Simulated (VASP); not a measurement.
# GaN (zinc blende type) (F-43m) in VASP: notebook

Aim: see how the results for GaN (zinc blende type) move with the level of theory and the settings. Levels: r2SCAN, HSE06. Tasks: single point.

Everything below comes from runs of VASP 6.6.1. Logs are shortened: lines on timing, memory, paths and dates and some standing lists are left out, and cuts for length are marked.

## 1. The cell of the first run

The structure is cubic, space group F-43m (No. 216). Conventional cell: a = 4.550 Å, b = 4.550 Å, c = 4.550 Å, α = 90.00°, β = 90.00°, γ = 90.00°. Within 2.6 Å of Ga (site symmetry -43m) lie 4 N at 1.97 Å. N (site symmetry -43m) has 4 Ga at 1.97 Å within 2.6 Å.

## 2. Single point, r2SCAN

File POSCAR:

```
GaN
1.0
    0.0000000000      2.2750000000      2.2750000000
    2.2750000000      0.0000000000      2.2750000000
    2.2750000000      2.2750000000      0.0000000000
Ga N
1 1
Direct
    0.0000000000      0.0000000000      0.0000000000
    0.2500000000      0.2500000000      0.2500000000
```

File INCAR.step1:

```
SYSTEM = GaN
PREC = Accurate
ENCUT = 520
ISMEAR = -1
SIGMA = 0.02
LREAL = .False.
LASPH = .True.
NELM = 100
NBANDS = 16
GGA = PE
ALGO = Normal
EDIFF = 1E-4
LWAVE = .True.
LCHARG = .False.
```

File INCAR.step2:

```
SYSTEM = GaN
PREC = Accurate
ENCUT = 520
EDIFF = 1E-7
ISMEAR = -1
SIGMA = 0.02
LREAL = .False.
LASPH = .True.
NELM = 100
ALGO = Normal
ISIF = 2
LWAVE = .False.
LCHARG = .True.
METAGGA = R2SCAN
LMIXTAU = .True.
LELF = .True.
LVHAR = .True.
NBANDS = 16
ISTART = 1
```

File KPOINTS:

```
Automatic mesh
0
Gamma
  6 6 6
  0 0 0
```

Potentials or basis: VASP PAW PBE potentials, release 64 (Ga_d, N).

The run is started by

```bash
$ cat potpaw_PBE.64/Ga_d/POTCAR potpaw_PBE.64/N/POTCAR > POTCAR
$ cp INCAR.step1 INCAR
$ mpirun -np 1 vasp_std > vasp.out
$ cp INCAR.step2 INCAR
$ mpirun -np 1 vasp_std > vasp.out
```

OUTCAR:

```text
SYSTEM = GaN
   PREC = Accurate
   ENCUT = 520
   EDIFF = 1E-7
   ISMEAR = -1
   LREAL = .False.
   LASPH = .True.
   NELM = 100
   ISIF = 2
   METAGGA = R2SCAN
   ISTART = 1

 ion  position               nearest neighbor table
   1  0.000  0.000  0.000-   2 1.97   2 1.97   2 1.97   2 1.97
   2  0.250  0.250  0.250-   1 1.97   1 1.97   1 1.97   1 1.97

  LATTYP: Found a face centered cubic cell.
 ALAT       =     4.5500000000

  Lattice vectors:

 A1 = (   0.0000000000,   2.2750000000,   2.2750000000)
 A2 = (   2.2750000000,   0.0000000000,   2.2750000000)
 A3 = (   2.2750000000,   2.2750000000,   0.0000000000)

Analysis of symmetry for initial positions (statically):
=====================================================================
 Subroutine PRICEL returns:
 Original cell was already a primitive cell.

 Routine SETGRP: Setting up the symmetry group for a
 face centered cubic supercell.

 Subroutine GETGRP returns: Found 24 space group operations
 (whereof 24 operations were pure point group operations)
 out of a pool of 48 trial point group operations.

The static configuration has the point symmetry T_d .

Analysis of symmetry for dynamics (positions and initial velocities):
=====================================================================
 Subroutine PRICEL returns:
 Original cell was already a primitive cell.

 Routine SETGRP: Setting up the symmetry group for a
 face centered cubic supercell.

 Subroutine GETGRP returns: Found 24 space group operations
 (whereof 24 operations were pure point group operations)
 out of a pool of 48 trial point group operations.

The dynamic configuration has the point symmetry T_d .

 Subroutine INISYM returns: Found 24 space group operations
 (whereof 24 operations are pure point group operations),
 and found     1 'primitive' translations

----------------------------------------------------------------------------------------

                                     Primitive cell

  volume of cell :      23.5491

  direct lattice vectors                    reciprocal lattice vectors
     0.000000000  2.275000000  2.275000000    -0.219780220  0.219780220  0.219780220
     2.275000000  0.000000000  2.275000000     0.219780220 -0.219780220  0.219780220
     2.275000000  2.275000000  0.000000000     0.219780220  0.219780220 -0.219780220

  length of vectors
     3.217335854  3.217335854  3.217335854     0.380670507  0.380670507  0.380670507

  position of ions in fractional coordinates (direct lattice)
     0.000000000  0.000000000  0.000000000
     0.250000000  0.250000000  0.250000000

  ion indices of the primitive-cell ions
   primitive index   ion index
                 1           1
                 2           2

----------------------------------------------------------------------------------------

 KPOINTS: Automatic mesh

Automatic generation of k-mesh.
 Grid dimensions read from file:
 generate k-points for:    6    6    6

 Generating k-lattice:

  Cartesian coordinates                     Fractional coordinates (reciprocal lattice)
    -0.036630037  0.036630037  0.036630037     0.166666667  0.000000000  0.000000000
     0.036630037 -0.036630037  0.036630037     0.000000000  0.166666667  0.000000000
     0.036630037  0.036630037 -0.036630037     0.000000000  0.000000000  0.166666667

  Length of vectors
     0.063445085  0.063445085  0.063445085

  Shift w.r.t. Gamma in fractional coordinates (k-lattice)
     0.000000000  0.000000000  0.000000000

 Subroutine IBZKPT returns following result:
 ===========================================

 Found     16 irreducible k-points:

 Following reciprocal coordinates:
            Coordinates               Weight
  0.000000  0.000000  0.000000      1.000000
  0.166667  0.000000  0.000000      8.000000
  0.333333  0.000000  0.000000      8.000000
  0.500000  0.000000  0.000000      4.000000
  0.166667  0.166667  0.000000      6.000000
  0.333333  0.166667  0.000000     24.000000
[... 8 lines left out ...]
 -0.333333  0.333333  0.166667     24.000000
 -0.333333  0.500000  0.166667     12.000000
   k-points           NKPTS =     16   k-points in BZ     NKDIM =     16   number of bands    NBANDS=     16
   number of dos      NEDOS =    301   number of ions     NIONS =      2
   total plane-waves  NPLWV =  13824
   dimension x,y,z NGX =    24 NGY =   24 NGZ =   24
   dimension x,y,z NGXF=    48 NGYF=   48 NGZF=   48
   ions per type =               1   1
   NGX,Y,Z   is equivalent  to a cutoff of  12.40, 12.40, 12.40 a.u.
   NGXF,Y,Z  is equivalent  to a cutoff of  24.80, 24.80, 24.80 a.u.
 SYSTEM =  GaN
   PREC   = accura    normal or accurate (medium, high low for compatibility)
   ISTART =      1    job   : 0-new  1-cont  2-samecut
   ICHARG =      0    charge: 1-file 2-atom 10-const
   ISPIN  =      1    spin polarized calculation?
   LNONCOLLINEAR =      F non collinear calculations
   LSORBIT =      F    spin-orbit coupling
   LASPH  =      T    aspherical Exc in radial PAW
   ENCUT  =  520.0 eV  38.22 Ry    6.18 a.u.   5.98  5.98  5.98*2*pi/ulx,y,z
   NELM   =    100;   NELMIN=  2; NELMDL=  0     # of ELM steps
   EDIFF  = 0.1E-06   stopping-criterion for ELM
   LREAL  =      F    real-space projection
   EDIFFG = 0.1E-05   stopping-criterion for IOM
   NSW    =      0    number of steps for IOM
   IBRION =     -1    ionic relax: 0-MD 1-quasi-New 2-CG
   NFREE  =      0    steps in history (QN), initial steepest desc. (CG)
   ISIF   =      2    stress and relaxation
   ISYM   =      2    0-nonsym 1-usesym 2-fastsym
   POTIM  = 0.5000    time-step for ionic-motion
   TEBEG  =    0.0;   TEEND  =   0.0 temperature during run
   PSTRESS=    0.0 pullay stress
   NELECT =      18.0000    total number of electrons
   NUPDOWN=      -1.0000    fix difference up-down
   EMIN   =  10.00;   EMAX   =-10.00  energy-range for DOS
   EFERMI =   0.00;   METHOD = LEGACY
   ISMEAR =    -1;   SIGMA  =   0.02  broadening in eV -4-tet -1-fermi 0-gaus
   EFERMI_NEDOS =   21; number of points for ismear=-14 and -15
   IALGO  =     38    algorithm
   IMIX   =      4    mixing-type and parameters
     AMIX     =   0.40;   BMIX     =  1.00
     AMIX_MAG =   1.60;   BMIX_MAG =  1.00
  volume/ion in A,a.u.               =      11.77        79.46
  Fermi-wavevector in a.u.,A,eV,Ry     =   1.496836  2.828610 30.484105  2.240518
  Thomas-Fermi vector in A             =   2.608801
   LORBIT       =      0    0 simple, 1 ext, 2 COOP (PROOUT), +10 PAW based schemes
   METAGGA = R2SCAN    functional components
   LHFCALC =     F    Hartree Fock is set to
   AEXX    =    0.0000 exact exchange contribution
   IVDW    =     0    specifies the selected vdW correction
   LEPSILON=     F    determine dielectric tensor
   LRPA    =     F    only Hartree local field effects (RPA)
 non-spin polarized calculation
  energy-cutoff  :      520.00
  volume of cell :       23.55
 maximum number of plane-waves:       650
   NGX = 11   NGY = 11   NGZ = 11

 number of electron      17.9999985 magnetization

 Free energy of the ion-electron system (eV)
  ---------------------------------------------------
  ext. energy  EPLUGINS =         0.00000000
  ---------------------------------------------------
  free energy    TOTEN  =       -21.88188467 eV

  energy without entropy =      -21.88188467  energy(sigma->0) =      -21.88188467

 E-fermi :   5.2242     XC(G=0): -12.4671

 val. band max:        4.7162941921   @ k =   0.0000   0.0000   0.0000
 cond. band min:       6.6440375372   @ k =   0.0000   0.0000   0.0000
 fundamental gap:      1.9277433452
 Fermi energy:         5.2241662176

 k-point     1 :       0.0000    0.0000    0.0000
  band No.  band energies     occupation
      1     -11.7741      2.00000
      2      -9.1011      2.00000
      3      -9.1011      2.00000
      4      -9.1011      2.00000
      5      -8.7804      2.00000
      6      -8.7804      2.00000
[... 8 lines left out ...]
     15      24.2100      0.00000
     16      24.2100      0.00000

 k-point     2 :       0.1667    0.0000    0.0000
  band No.  band energies     occupation
      1     -11.5050      2.00000
      2      -9.0684      2.00000
      3      -9.0684      2.00000
      4      -8.9676      2.00000
      5      -8.7814      2.00000
      6      -8.7814      2.00000
[... 8 lines left out ...]
     15      22.1630      0.00000
     16      22.1630      0.00000

 k-point     3 :       0.3333    0.0000    0.0000
  band No.  band energies     occupation
      1     -11.0433      2.00000
      2      -9.0227      2.00000
      3      -9.0227      2.00000
      4      -8.7618      2.00000
      5      -8.7618      2.00000
      6      -8.3411      2.00000
[... 8 lines left out ...]
     15      22.9754      0.00000
     16      22.9754      0.00000

 k-point     4 :       0.5000    0.0000    0.0000
  band No.  band energies     occupation
      1     -10.8804      2.00000
      2      -9.0122      2.00000
      3      -9.0122      2.00000
      4      -8.7386      2.00000
      5      -8.7386      2.00000
      6      -7.6555      2.00000
[... 8 lines left out ...]
     15      25.0845      0.00000
     16      25.0846      0.00000
[... 172 lines left out ...]
 k-point    14 :       0.5000    0.3333    0.1667
  band No.  band energies     occupation
      1     -10.8181      2.00000
      2      -8.9644      2.00000
      3      -8.9420      2.00000
      4      -8.8401      2.00000
      5      -8.7452      2.00000
      6      -7.7523      2.00000
[... 8 lines left out ...]
     15      25.2283      0.00000
     16      27.7078      0.00000

 k-point    15 :      -0.3333    0.3333    0.1667
  band No.  band energies     occupation
      1     -10.7383      2.00000
      2      -8.9734      2.00000
      3      -8.9143      2.00000
      4      -8.8062      2.00000
      5      -8.7593      2.00000
      6      -7.2080      2.00000
[... 8 lines left out ...]
     15      24.2315      0.00000
     16      28.1790      0.00000

 k-point    16 :      -0.3333    0.5000    0.1667
  band No.  band energies     occupation
      1     -10.7002      2.00000
      2      -8.9538      2.00000
      3      -8.9015      2.00000
      4      -8.7994      2.00000
      5      -8.7430      2.00000
      6      -7.0786      2.00000
[... 8 lines left out ...]
     15      26.0329      0.00000
     16      28.3078      0.00000

------------------------ aborting loop because EDIFF is reached ----------------------------------------

  FORCE on cell =-STRESS in cart. coord.  units (eV):
  Direction    XX          YY          ZZ          XY          YZ          ZX
  --------------------------------------------------------------------------------------
  -------------------------------------------------------------------------------------
  Total       -0.7905331     -0.7905331     -0.7905331     -0.0000000      0.0000000     -0.0000000
  in kB      -53.7844137    -53.7844137    -53.7844137     -0.0000000      0.0000000     -0.0000000
  external PRESSURE =     -53.7844137 kB  Pullay stress =       0.0000000 kB

 VOLUME and BASIS-vectors are now :
 -----------------------------------------------------------------------------
  energy-cutoff  :      520.00
  volume of cell :       23.55
      direct lattice vectors                 reciprocal lattice vectors
     0.000000000  2.275000000  2.275000000    -0.219780220  0.219780220  0.219780220
     2.275000000  0.000000000  2.275000000     0.219780220 -0.219780220  0.219780220
     2.275000000  2.275000000  0.000000000     0.219780220  0.219780220 -0.219780220

 POSITION                                       TOTAL-FORCE (eV/Angst)
 -----------------------------------------------------------------------------------
      0.00000      0.00000      0.00000         0.000000      0.000000      0.000000
      1.13750      1.13750      1.13750        -0.000000     -0.000000     -0.000000
 -----------------------------------------------------------------------------------
    total drift:                                0.000013      0.000013      0.000013

  FREE ENERGIE OF THE ION-ELECTRON SYSTEM (eV)
  ---------------------------------------------------
  free  energy   TOTEN  =       -21.8818846730 eV

  energy  without entropy=      -21.8818846730  energy(sigma->0) =      -21.88188467
```

Run time: 18 s. Hardware: 1 thread of Intel Xeon 6975P-C, shared host; peak memory 0.15 GiB.

Results:

```
Free energy            : -21.8819 eV
Pressure               : -5.4 GPa
Band gap on the k mesh : 1.93 eV, direct
```

Levels at points of the mesh, in eV from the valence-band top:
| k point | band 7 | band 8 | band 9 | band 10 | band 11 | band 12 |
| --- | --- | --- | --- | --- | --- | --- |
| (0.00, 0.00, 0.00) | 0.00 | 0.00 | 0.00 | 1.93 | 10.81 | 10.81 |
| (0.50, 0.00, 0.00) | -6.97 | -0.96 | -0.96 | 4.96 | 9.29 | 10.84 |
| (0.50, 0.50, 0.00) | -6.10 | -2.68 | -2.68 | 3.75 | 7.06 | 12.36 |

Caveat: the PAW data sets were made with another functional, which shifts forces and pressure a little.

(Part 1 of 2 ends here.)
